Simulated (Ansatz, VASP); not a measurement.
# One calculation of Ti, two programs

```
Ti
1.0
     0.00000    2.03000    2.05030
     2.03000    0.00000    2.05030
     2.03000    2.03000    0.00000
Ti
1
Direct
  0.00000 0.00000 0.00000
```

Change from the starting cell: zz strain of +1 %, PAW files.

Alike in both runs: task electric field gradients; functional LDA; k mesh 15 × 15 × 15; occupations fermi-dirac, width 0.05 eV; no spin polarisation.

|  | VASP | Ansatz |
| --- | --- | --- |
| version | VASP 6.6.1 | Ansatz 0.2.0 |
| potentials or method | VASP PAW LDA potentials, release 64 (Ti_sv) | PAW with Ansatz's default frozen-core files, scalar-relativistic |
| plane-wave cutoff (eV) | 520 | 420 |
| valence electrons in the cell | 12 | 12 |

```csv
,VASP,Ansatz,Ansatz less VASP
pressure (GPa),-6.0,-5.9,+0.11
"traceless stress, the component that is largest in VASP (GPa)",-0.23,-0.23,-0.001
size of Vzz on the site where it differs most (V/Å²),0.8,0.9,+0.03
```

LDA's correlation is that of Perdew and Zunger in VASP and of Perdew and Wang (1992) in Ansatz.
